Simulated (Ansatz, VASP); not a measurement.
# Sn in VASP and in Ansatz

```xyz
1
Lattice="-1.7265 1.7755 2.3383 1.7265 -1.7755 2.3383 1.7265 1.7755 -2.3383" Properties=species:S:1:pos:R:3 pbc="T T T"
Sn    0.0000    0.0000    0.0000
```

Alike in both runs: task relaxation of cell and atoms; functional PBE; k mesh 11 × 11 × 11; occupations fermi-dirac, width 0.05 eV; no spin polarisation.

|  | VASP | Ansatz |
| --- | --- | --- |
| version | VASP 6.6.1 | Ansatz 0.2.0 |
| potentials or method | VASP PAW PBE potentials, release 64 (Sn_d), cutoff 600 eV | all-electron LAPW, scalar-relativistic |

|  | VASP | Ansatz | Ansatz less VASP |
| --- | --- | --- | --- |
| relaxed volume (Å³/atom) | 28.05 | 28.05 | +0.001 |
| relaxed cell length with the largest relative difference (Å) | 3.391 | 3.390 | -0.0008 |

Ansatz ran all-electron here, and VASP with PAW potentials.
